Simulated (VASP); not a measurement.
Here is a VASP 6.6.1 calculation.

Contents of POSCAR:

```
InP
1.0
    0.0000000000      2.9541317328      2.9541317328
    2.9541317328      0.0000000000      2.9541317328
    2.9541317328      2.9541317328      0.0000000000
In P
1 1
Direct
    0.0000000000      0.0000000000      0.0000000000
    0.7500000006      0.7500000006      0.7500000006
```

Contents of INCAR.step1:

```
SYSTEM = InP
ALGO = Normal
EDIFF = 1E-5
ENCUT = 550
GGA = PE
GGA_COMPAT = .FALSE.
ISMEAR = -1
LASPH = .TRUE.
LCHARG = .FALSE.
LREAL = .FALSE.
LWAVE = .TRUE.
NBANDS = 16
NELM = 120
PREC = Accurate
SIGMA = 0.01
```

The input INCAR.step2:

```
SYSTEM = InP
ALGO = Normal
EDIFF = 1E-6
ENCUT = 550
GGA_COMPAT = .FALSE.
ISIF = 2
ISMEAR = -1
ISTART = 1
LASPH = .TRUE.
LCHARG = .FALSE.
LMIXTAU = .TRUE.
LREAL = .FALSE.
LWAVE = .FALSE.
METAGGA = R2SCAN
NBANDS = 16
NELM = 120
PREC = Accurate
SIGMA = 0.01
```

The input KPOINTS:

```
k-points
0
G
  8 8 8
  0 0 0
```

Potentials or basis: VASP PAW PBE potentials, release 64 (In_d, P).

Command:

```console
$ cat potpaw_PBE.64/In_d/POTCAR potpaw_PBE.64/P/POTCAR > POTCAR
$ cp INCAR.step1 INCAR
$ mpirun -np 1 vasp_std > vasp.out
$ cp INCAR.step2 INCAR
$ mpirun -np 1 vasp_std > vasp.out
```

(1) Predict the band gap on the k mesh.

(2) Estimate the pressure.

Answers

(1) 1.03 eV.

(2) -0.1 GPa.

Caveat: the PAW data sets were made with another functional, which shifts forces and pressure a little; spin-orbit coupling is left out, which moves the levels of the heavy elements.
